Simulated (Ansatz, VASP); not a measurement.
## GaSb3 in VASP and in Ansatz

```
Ga Sb
1.0
     3.00444    0.00000    0.00000
     0.00000    3.36408    0.00000
     0.00000    0.00000   10.73876
Ga Sb
1 3
Direct
  0.00000 0.00000 0.00000
  0.00000 0.50000 0.23152
  0.00000 0.00000 0.50000
  0.00000 0.50000 0.76848
```

Change from the starting cell: species swapped into the Sn3Pb type (Pmmm, No. 47).

Alike in both runs: task relaxation of cell and atoms; functional PBE; k mesh 12 × 10 × 4; occupations gaussian, width 0.1 eV; no spin polarisation.

|  | VASP | Ansatz |
| --- | --- | --- |
| version | VASP 6.6.1 | Ansatz 0.2.0 |
| potentials or method | VASP PAW PBE potentials, release 64 (Ga_d, Sb), cutoff 600 eV | scalar-relativistic, plane waves, PAW |
| valence electrons in the cell | 28 | 58 |

Ansatz gave:

* gap on the k mesh at the Fermi level, each at its own relaxed structure (eV): none
* relaxed volume (Å³/atom): 27.15
* relaxed cell length with the largest relative difference (Å): 11.210

**Question.** Estimate VASP's values.

**Answer.** gap on the k mesh at the Fermi level, each at its own relaxed structure (eV): none; relaxed volume (Å³/atom): 27.15; relaxed cell length with the largest relative difference (Å): 11.221.

A gap of «none» marks a metal or a gap that the smearing closes. VASP's potentials hold 28 valence electrons a cell and Ansatz's 58, so a difference there can come from the potentials and not from the codes.

Spin-orbit coupling is off throughout.
